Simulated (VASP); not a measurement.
Input of a VASP 6.6.1 run:

INCAR

```
ALGO = Normal ; EDIFF = 1E-6
ENCUT = 500 ; GGA_COMPAT = False
ISIF = 2 ; ISMEAR = -1
LASPH = True ; LCHARG = False
LREAL = False ; LWAVE = False
NBANDS = 17 ; NELM = 120
PREC = Accurate ; SIGMA = 0.05
```

KPOINTS

```
k-points
0
Gamma
  9 9 5
```

The input POSCAR:

```
Pd
1.0
    2.6918338732      0.0000000000      0.0000000000
   -1.3459169366      2.3311965169      0.0000000000
    0.0000000000      0.0000000000      4.5294276032
Pd
2
Direct
    0.3333333333      0.6666666667      0.2500000000
    0.6666666667      0.3333333333      0.7500000000
```

Potentials or basis: VASP PAW LDA potentials, release 64 (Pd).

The run is started by

```sh
$ cat potpaw_LDA.64/Pd/POTCAR > POTCAR
$ mpirun -np 1 vasp_std > vasp.out
```

What does it give for the pressure?

0.3 GPa.

What does it give for the band gap on the k mesh?

Zero (band 10 reaches 10.41 eV, above the bottom of band 11 at 9.67 eV).

Stress tensor (GPa, compression positive):
```
0.41 0.00 0.00
0.00 0.41 0.00
0.00 0.00 0.15
```
